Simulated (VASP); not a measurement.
# GaN (P6_3mc) in VASP: a series of runs

Runs on GaN. Level: r2SCAN. Tasks: single point.

Program: VASP 6.6.1. These are calculated values, not measurements. Logs are shortened: lines on timing, memory, paths and dates and some standing lists are left out, and cuts for length are marked.

## 1. The cell of the first run

It takes space group P6_3mc (No. 186, hexagonal). Conventional cell: a = 3.215 Å, b = 3.215 Å, c = 5.235 Å, α = 90.00°, β = 90.00°, γ = 120.00°. Within 2.6 Å of Ga (site symmetry 3m) lie 4 N at 1.96 to 1.97 Å. Within 2.6 Å of N (site symmetry 3m) lie 4 Ga at 1.96 to 1.97 Å.

## 2. Single point, r2SCAN (11.71 Å³/atom)

Input file POSCAR:

```
GaN
1.0
    3.2146677575      0.0000000000      0.0000000000
   -1.6073338788      2.7839839427      0.0000000000
    0.0000000000      0.0000000000      5.2349515747
Ga N
2 2
Direct
    0.3333333333      0.6666666667     -0.0008868111
    0.6666666667      0.3333333333      0.4991131889
    0.3333333333      0.6666666667      0.3758868111
    0.6666666667      0.3333333333      0.8758868111
```

Input file INCAR.step1:

```
  PREC = Accurate
  ENCUT = 910
  ISMEAR = 0
  SIGMA = 0.01
  LREAL = F
  LASPH = T
  NELM = 120
  NBANDS = 26
  GGA = PE
  ALGO = Normal
  EDIFF = 1E-5
  LWAVE = T
  LCHARG = F
  GGA_COMPAT = F
```

Input file INCAR.step2:

```
  PREC = Accurate
  ENCUT = 910
  EDIFF = 1E-6
  ISMEAR = 0
  SIGMA = 0.01
  LREAL = F
  LASPH = T
  NELM = 120
  ALGO = Normal
  ISIF = 2
  LWAVE = F
  LCHARG = F
  METAGGA = R2SCAN
  LMIXTAU = T
  NBANDS = 26
  ISTART = 1
  GGA_COMPAT = F
```

Input file KPOINTS:

```
Automatic mesh
0
Gamma
  9 9 4
```

Potentials or basis: VASP PAW PBE potentials, release 64 (Ga_d, N_h).

Run with:

```
> cat potpaw_PBE.64/Ga_d/POTCAR potpaw_PBE.64/N_h/POTCAR > POTCAR
> cp INCAR.step1 INCAR
> mpirun -np 1 vasp_std > vasp.out
> cp INCAR.step2 INCAR
> mpirun -np 1 vasp_std > vasp.out
```

OUTCAR:

```text
PREC = Accurate
   ENCUT = 910
   EDIFF = 1E-6
   ISMEAR = 0
   LREAL = F
   LASPH = T
   NELM = 120
   ISIF = 2
   METAGGA = R2SCAN
   ISTART = 1

 ion  position               nearest neighbor table
   1  0.333  0.667  0.999-   4 1.96   4 1.96   4 1.96   3 1.97
   2  0.667  0.333  0.499-   3 1.96   3 1.96   3 1.96   4 1.97
   3  0.333  0.667  0.376-   2 1.96   2 1.96   2 1.96   1 1.97
   4  0.667  0.333  0.876-   1 1.96   1 1.96   1 1.96   2 1.97

  LATTYP: Found a hexagonal cell.
 ALAT       =     3.2146677575
 C/A-ratio  =     1.6284580459

  Lattice vectors:

 A1 = (   3.2146677575,   0.0000000000,   0.0000000000)
 A2 = (  -1.6073338788,   2.7839839427,   0.0000000000)
 A3 = (   0.0000000000,   0.0000000000,   5.2349515747)

Analysis of symmetry for initial positions (statically):
=====================================================================
 Subroutine PRICEL returns:
 Original cell was already a primitive cell.

 Routine SETGRP: Setting up the symmetry group for a
 hexagonal supercell.

 Subroutine GETGRP returns: Found 12 space group operations
 (whereof  6 operations were pure point group operations)
 out of a pool of 24 trial point group operations.

The static configuration has the point symmetry C_3v.
 The point group associated with its full space group is C_6v.

Analysis of symmetry for dynamics (positions and initial velocities):
=====================================================================
 Subroutine PRICEL returns:
 Original cell was already a primitive cell.

 Routine SETGRP: Setting up the symmetry group for a
 hexagonal supercell.

 Subroutine GETGRP returns: Found 12 space group operations
 (whereof  6 operations were pure point group operations)
 out of a pool of 24 trial point group operations.

The dynamic configuration has the point symmetry C_3v.
 The point group associated with its full space group is C_6v.

 Subroutine INISYM returns: Found 12 space group operations
 (whereof  6 operations are pure point group operations),
 and found     1 'primitive' translations

----------------------------------------------------------------------------------------

                                     Primitive cell

  volume of cell :      46.8506

  direct lattice vectors                    reciprocal lattice vectors
     3.214667758  0.000000000  0.000000000     0.311074137  0.179598737  0.000000000
    -1.607333879  2.783983943  0.000000000     0.000000000  0.359197474  0.000000000
     0.000000000  0.000000000  5.234951575     0.000000000  0.000000000  0.191023735

  length of vectors
     3.214667758  3.214667758  5.234951575     0.359197474  0.359197474  0.191023735

  position of ions in fractional coordinates (direct lattice)
     0.333333333  0.666666667  0.999113189
     0.666666667  0.333333333  0.499113189
     0.333333333  0.666666667  0.375886811
     0.666666667  0.333333333  0.875886811

  ion indices of the primitive-cell ions
   primitive index   ion index
                 1           1
                 2           2
                 3           3
                 4           4

----------------------------------------------------------------------------------------

 KPOINTS: Automatic mesh

Automatic generation of k-mesh.
 Grid dimensions read from file:
 generate k-points for:    9    9    4

 Generating k-lattice:

  Cartesian coordinates                     Fractional coordinates (reciprocal lattice)
     0.034563793  0.019955415  0.000000000     0.111111111 -0.000000000  0.000000000
     0.000000000  0.039910830  0.000000000     0.000000000  0.111111111  0.000000000
     0.000000000  0.000000000  0.047755934     0.000000000  0.000000000  0.250000000

  Length of vectors
     0.039910830  0.039910830  0.047755934

  Shift w.r.t. Gamma in fractional coordinates (k-lattice)
     0.000000000  0.000000000  0.000000000

 Subroutine IBZKPT returns following result:
 ===========================================

 Found     36 irreducible k-points:

 Following reciprocal coordinates:
            Coordinates               Weight
  0.000000  0.000000  0.000000      1.000000
  0.111111 -0.000000  0.000000      6.000000
  0.222222 -0.000000  0.000000      6.000000
  0.333333  0.000000  0.000000      6.000000
  0.444444 -0.000000  0.000000      6.000000
  0.111111  0.111111  0.000000      6.000000
[... 16 lines left out ...]
  0.333333  0.222222  0.250000     24.000000
  0.333333  0.333333  0.250000      4.000000
 [... further k-points ...]
   k-points           NKPTS =     36   k-points in BZ     NKDIM =     36   number of bands    NBANDS=     26
   number of dos      NEDOS =    301   number of ions     NIONS =      4
   total plane-waves  NPLWV =  55296
   dimension x,y,z NGX =    32 NGY =   32 NGZ =   54
   dimension x,y,z NGXF=    64 NGYF=   64 NGZF=  108
   ions per type =               2   2
   NGX,Y,Z   is equivalent  to a cutoff of  16.55, 16.55, 17.15 a.u.
   NGXF,Y,Z  is equivalent  to a cutoff of  33.10, 33.10, 34.30 a.u.
 SYSTEM =  unknown system
   PREC   = accura    normal or accurate (medium, high low for compatibility)
   ISTART =      1    job   : 0-new  1-cont  2-samecut
   ICHARG =      0    charge: 1-file 2-atom 10-const
   ISPIN  =      1    spin polarized calculation?
   LNONCOLLINEAR =      F non collinear calculations
   LSORBIT =      F    spin-orbit coupling
   LASPH  =      T    aspherical Exc in radial PAW
   ENCUT  =  910.0 eV  66.88 Ry    8.18 a.u.   7.91  7.91 12.88*2*pi/ulx,y,z
   NELM   =    120;   NELMIN=  2; NELMDL=  0     # of ELM steps
   EDIFF  = 0.1E-05   stopping-criterion for ELM
   LREAL  =      F    real-space projection
   EDIFFG = 0.1E-04   stopping-criterion for IOM
   NSW    =      0    number of steps for IOM
   IBRION =     -1    ionic relax: 0-MD 1-quasi-New 2-CG
   NFREE  =      0    steps in history (QN), initial steepest desc. (CG)
   ISIF   =      2    stress and relaxation
   ISYM   =      2    0-nonsym 1-usesym 2-fastsym
   POTIM  = 0.5000    time-step for ionic-motion
   TEBEG  =    0.0;   TEEND  =   0.0 temperature during run
   PSTRESS=    0.0 pullay stress
   NELECT =      36.0000    total number of electrons
   NUPDOWN=      -1.0000    fix difference up-down
   EMIN   =  10.00;   EMAX   =-10.00  energy-range for DOS
   EFERMI =   0.00;   METHOD = LEGACY
   ISMEAR =     0;   SIGMA  =   0.01  broadening in eV -4-tet -1-fermi 0-gaus
   EFERMI_NEDOS =   21; number of points for ismear=-14 and -15
   IALGO  =     38    algorithm
   IMIX   =      4    mixing-type and parameters
     AMIX     =   0.40;   BMIX     =  1.00
     AMIX_MAG =   1.60;   BMIX_MAG =  1.00
  volume/ion in A,a.u.               =      11.71        79.04
  Fermi-wavevector in a.u.,A,eV,Ry     =   1.499468  2.833583 30.591393  2.248404
  Thomas-Fermi vector in A             =   2.611094
   LORBIT       =      0    0 simple, 1 ext, 2 COOP (PROOUT), +10 PAW based schemes
   METAGGA = R2SCAN    functional components
   LHFCALC =     F    Hartree Fock is set to
   AEXX    =    0.0000 exact exchange contribution
   IVDW    =     0    specifies the selected vdW correction
   LEPSILON=     F    determine dielectric tensor
   LRPA    =     F    only Hartree local field effects (RPA)
 non-spin polarized calculation
 Gauss-broadening in eV      SIGMA  =   0.01
  energy-cutoff  :      910.00
  volume of cell :       46.85
 maximum number of plane-waves:      2952
 NGX is ok and might be reduce to    32
   NGX = 15   NGY = 15   NGZ = 25

 number of electron      36.0000008 magnetization

 Free energy of the ion-electron system (eV)
  ---------------------------------------------------
  ext. energy  EPLUGINS =         0.00000000
  ---------------------------------------------------
  free energy    TOTEN  =       -43.80473006 eV

  energy without entropy =      -43.80473006  energy(sigma->0) =      -43.80473006

 E-fermi :   5.1581     XC(G=0): -12.4828

 val. band max:        5.0737402563   @ k =   0.0000   0.0000   0.0000
 cond. band min:       7.2095807632   @ k =   0.0000   0.0000   0.0000
 fundamental gap:      2.1358405069
 Fermi energy:         5.1581293933

 k-point     1 :       0.0000    0.0000    0.0000
  band No.  band energies     occupation
      1     -11.4896      2.00000
      2     -10.5740      2.00000
      3      -8.7388      2.00000
      4      -8.7240      2.00000
      5      -8.7240      2.00000
      6      -8.6616      2.00000
[... 18 lines left out ...]
     25      17.3329      0.00000
     26      17.3329      0.00000

 k-point     2 :       0.1111   -0.0000    0.0000
  band No.  band energies     occupation
      1     -11.3754      2.00000
      2     -10.5426      2.00000
      3      -8.7262      2.00000
      4      -8.7073      2.00000
      5      -8.6822      2.00000
      6      -8.6463      2.00000
[... 18 lines left out ...]
     25      16.8772      0.00000
     26      17.6038      0.00000

 k-point     3 :       0.2222   -0.0000    0.0000
  band No.  band energies     occupation
      1     -11.0888      2.00000
      2     -10.4749      2.00000
      3      -8.6915      2.00000
      4      -8.6728      2.00000
      5      -8.6102      2.00000
      6      -8.5809      2.00000
[... 18 lines left out ...]
     25      17.0955      0.00000
     26      18.1907      0.00000

 k-point     4 :       0.3333    0.0000    0.0000
  band No.  band energies     occupation
      1     -10.7837      2.00000
      2     -10.4191      2.00000
      3      -8.6681      2.00000
      4      -8.6508      2.00000
      5      -8.5622      2.00000
      6      -8.5175      2.00000
[... 18 lines left out ...]
     25      17.2791      0.00000
     26      18.7960      0.00000
[... 496 lines left out ...]
      1     -10.5945      2.00000
      2     -10.4157      2.00000
      3      -8.6564      2.00000
      4      -8.6254      2.00000
      5      -8.5675      2.00000
      6      -8.5464      2.00000
[... 18 lines left out ...]
     25      17.0236      0.00000
     26      19.0201      0.00000

 k-point    23 :       0.3333    0.2222    0.2500
  band No.  band energies     occupation
      1     -10.4823      2.00000
      2     -10.3997      2.00000
      3      -8.6649      2.00000
      4      -8.6053      2.00000
      5      -8.5606      2.00000
      6      -8.5160      2.00000
[... 18 lines left out ...]
     25      17.9187      0.00000
     26      19.0828      0.00000

 k-point    24 :       0.3333    0.3333    0.2500
  band No.  band energies     occupation
      1     -10.4205      2.00000
      2     -10.4205      2.00000
      3      -8.6738      2.00000
      4      -8.5670      2.00000
      5      -8.5670      2.00000
      6      -8.5134      2.00000
[... 18 lines left out ...]
     25      18.8494      0.00000
     26      19.1719      0.00000

 [... further k-points ...]
[... 5 lines left out ...]
  --------------------------------------------------------------------------------------
  -------------------------------------------------------------------------------------
  Total       -1.3463070     -1.3463070     -1.3288225      0.0000000     -0.0000000      0.0000000
  in kB      -46.0404133    -46.0404133    -45.4424855      0.0000000     -0.0000000      0.0000000
  external PRESSURE =     -45.8411040 kB  Pullay stress =       0.0000000 kB

 VOLUME and BASIS-vectors are now :
 -----------------------------------------------------------------------------
  energy-cutoff  :      910.00
  volume of cell :       46.85
      direct lattice vectors                 reciprocal lattice vectors
     3.214667758  0.000000000  0.000000000     0.311074137  0.179598737  0.000000000
    -1.607333879  2.783983943  0.000000000     0.000000000  0.359197474  0.000000000
     0.000000000  0.000000000  5.234951575     0.000000000  0.000000000  0.191023735

 POSITION                                       TOTAL-FORCE (eV/Angst)
 -----------------------------------------------------------------------------------
     -0.00000      1.85599      5.23031        -0.000000      0.000000     -0.004284
      1.60733      0.92799      2.61283         0.000000     -0.000000     -0.004284
     -0.00000      1.85599      1.96775         0.000000      0.000000      0.004284
      1.60733      0.92799      4.58523        -0.000000      0.000000      0.004284
 -----------------------------------------------------------------------------------
    total drift:                               -0.000000     -0.000000     -0.007201

  FREE ENERGIE OF THE ION-ELECTRON SYSTEM (eV)
  ---------------------------------------------------
  free  energy   TOTEN  =       -43.8047300613 eV

  energy  without entropy=      -43.8047300613  energy(sigma->0) =      -43.80473006
```

Run time: 3.2 min. Hardware: 1 thread of Intel Xeon Platinum 8559C (Emerald Rapids), shared host; peak memory 0.28 GiB.

What came out:

```yaml
Free_energy: -43.8047 eV
Pressure: -4.6 GPa
Largest_force: 0.004 eV/Å
Band_gap_on_the_k_mesh: 2.14 eV
```

Forces in eV/Å, atoms in the order of the input:
```
Ga   0.000  0.000 -0.004
Ga   0.000  0.000 -0.004
N    0.000  0.000  0.004
N    0.000  0.000  0.004
```

Caveat: the cutoff is under 1.25 times the usual one of these potentials, so pressure, stress and relaxed cells hold a basis-set (Pulay) error; the cell stands under tension; the PAW data sets were made with another functional, which shifts forces and pressure a little.

## 3. Single point, r2SCAN (12.05 Å³/atom)

This run uses another cell than the first one, of 12.05 Å³/atom.

Input file POSCAR:

```
GaN
1.0
    3.2455799207      0.0000000000      0.0000000000
   -1.6227899604      2.8107546614      0.0000000000
    0.0000000000      0.0000000000      5.2852907356
Ga N
2 2
Direct
    0.3333333333      0.6666666667     -0.0008868111
    0.6666666667      0.3333333333      0.4991131889
    0.3333333333      0.6666666667      0.3758868111
    0.6666666667      0.3333333333      0.8758868111
```

Input file INCAR.step1:

```
SYSTEM = GaN
  PREC = Accurate
  ENCUT = 910
  ISMEAR = 0
  SIGMA = 0.01
  LREAL = .False.
  LASPH = .True.
  NELM = 120
  NBANDS = 26
  GGA = PE
  ALGO = Normal
  EDIFF = 1E-5
  LWAVE = .True.
  LCHARG = .False.
  GGA_COMPAT = .False.
```

Input file INCAR.step2:

```
SYSTEM = GaN
  PREC = Accurate
  ENCUT = 910
  EDIFF = 1E-6
  ISMEAR = 0
  SIGMA = 0.01
  LREAL = .False.
  LASPH = .True.
  NELM = 120
  ALGO = Normal
  ISIF = 2
  LWAVE = .False.
  LCHARG = .False.
  METAGGA = R2SCAN
  LMIXTAU = .True.
  NBANDS = 26
  ISTART = 1
  GGA_COMPAT = .False.
```

Input file KPOINTS:

```
regular mesh
0
Gamma
  9 9 4
  0 0 0
```

Potentials or basis: VASP PAW PBE potentials, release 64 (Ga_d, N_h).

Run with:

```
> cat potpaw_PBE.64/Ga_d/POTCAR potpaw_PBE.64/N_h/POTCAR > POTCAR
> cp INCAR.step1 INCAR
> mpirun -np 1 vasp_std > vasp.out
> cp INCAR.step2 INCAR
> mpirun -np 1 vasp_std > vasp.out
```

It took 2.3 min on 1 thread of Intel Xeon 6975P-C (Granite Rapids), shared host; peak memory 0.28 GiB.

It converged, with:

```
Free energy            : -43.7462 eV
Pressure               : -9.3 GPa
Largest force          : 0.007 eV/Å
Band gap on the k mesh : 1.94 eV
```

Forces on the atoms (eV/Å):
```
Ga   0.000  0.000 -0.007
Ga   0.000  0.000 -0.007
N    0.000  0.000  0.007
N    0.000  0.000  0.007
```

Stress tensor (GPa, compression positive):
```
-9.38  0.00  0.00
 0.00 -9.38  0.00
 0.00  0.00 -9.23
```

Levels at points of the mesh, in eV from the valence-band top:
```csv
k point,band 14,band 15,band 16,band 17,band 18,band 19,band 20,band 21,band 22,band 23
"(0.00, 0.00, 0.00)",-1.00,-1.00,-0.03,0.00,0.00,1.94,4.42,9.60,10.24,10.24
"(0.00, 0.00, 0.50)",-3.82,-0.51,-0.51,-0.51,-0.51,4.37,4.37,8.85,8.85,10.76
```

Caveat: the cutoff is under 1.25 times the usual one of these potentials, so pressure, stress and relaxed cells hold a basis-set (Pulay) error; the cell stands under tension; the PAW data sets were made with another functional, which shifts forces and pressure a little.

## 4. Single point, r2SCAN

This run uses another cell than the first one, of 11.37 Å³/atom.

Input file POSCAR:

```
GaN
1.0
    3.1831493773      0.0000000000      0.0000000000
   -1.5915746887      2.7566882247      0.0000000000
    0.0000000000      0.0000000000      5.1836252148
Ga N
2 2
Direct
    0.3333333333      0.6666666667     -0.0008868111
    0.6666666667      0.3333333333      0.4991131889
    0.3333333333      0.6666666667      0.3758868111
    0.6666666667      0.3333333333      0.8758868111
```

Input file INCAR.step1:

```
  PREC = Accurate
  ENCUT = 910
  ISMEAR = 0
  SIGMA = 0.01
  LREAL = False
  LASPH = True
  NELM = 120
  NBANDS = 26
  GGA = PE
  ALGO = Normal
  EDIFF = 1E-5
  LWAVE = True
  LCHARG = False
  GGA_COMPAT = False
```

Input file INCAR.step2:

```
  PREC = Accurate
  ENCUT = 910
  EDIFF = 1E-6
  ISMEAR = 0
  SIGMA = 0.01
  LREAL = False
  LASPH = True
  NELM = 120
  ALGO = Normal
  ISIF = 2
  LWAVE = False
  LCHARG = False
  METAGGA = R2SCAN
  LMIXTAU = True
  NBANDS = 26
  ISTART = 1
  GGA_COMPAT = False
```

Input file KPOINTS:

```
Automatic mesh
0
Gamma
  9 9 4
```

Run with:

```
> cat potpaw_PBE.64/Ga_d/POTCAR potpaw_PBE.64/N_h/POTCAR > POTCAR
> cp INCAR.step1 INCAR
> mpirun -np 1 vasp_std > vasp.out
> cp INCAR.step2 INCAR
> mpirun -np 1 vasp_std > vasp.out
```

It took 5.1 min on 1 thread of Intel Xeon Platinum 8488C (Sapphire Rapids), shared host; peak memory 0.28 GiB.

Results (log left out):

```yaml
Free_energy: -43.8194 eV
Pressure: 1.0 GPa
Band_gap_on_the_k_mesh: 2.34 eV
```

Stress tensor (GPa, compression positive):
```
0.99 0.00 0.00
0.00 0.99 0.00
0.00 0.00 0.91
```

Levels at points of the mesh, in eV from the valence-band top:
| k point | band 16 | band 17 | band 18 | band 19 | band 20 | band 21 |
| --- | --- | --- | --- | --- | --- | --- |
| (0.00, 0.00, 0.00) | -0.04 | 0.00 | 0.00 | 2.34 | 4.81 | 9.96 |
| (0.00, 0.00, 0.50) | -0.55 | -0.55 | -0.55 | 4.77 | 4.77 | 9.18 |

Caveat: the cutoff is under 1.25 times the usual one of these potentials, so pressure, stress and relaxed cells hold a basis-set (Pulay) error; the PAW data sets were made with another functional, which shifts forces and pressure a little.

## 5. Overview

```csv
cell,gap on the mesh (eV),pressure (GPa)
"a = 3.215, b = 3.215, c = 5.235 Å, angles 90.0, 90.0, 120.0°, 4 atoms",2.14,-4.6
"a = 3.246, b = 3.246, c = 5.285 Å, angles 90.0, 90.0, 120.0°, 4 atoms",1.94,-9.3
"a = 3.183, b = 3.183, c = 5.184 Å, angles 90.0, 90.0, 120.0°, 4 atoms",2.34,1.0
```

Alike in all rows: task single point; level r2SCAN; potentials or basis VASP PAW PBE potentials, release 64 (Ga_d, N_h); no spin polarisation; k mesh 9 × 9 × 4; cutoff (eV) 910; smearing gaussian 0.01 eV.

Caveats: the cutoff is under 1.25 times the usual one of these potentials, so pressure, stress and relaxed cells hold a basis-set (Pulay) error; the PAW data sets were made with another functional, which shifts forces and pressure a little; the cell stands under tension (at least some runs).

Absolute energies hang on the potentials; compare differences alone.
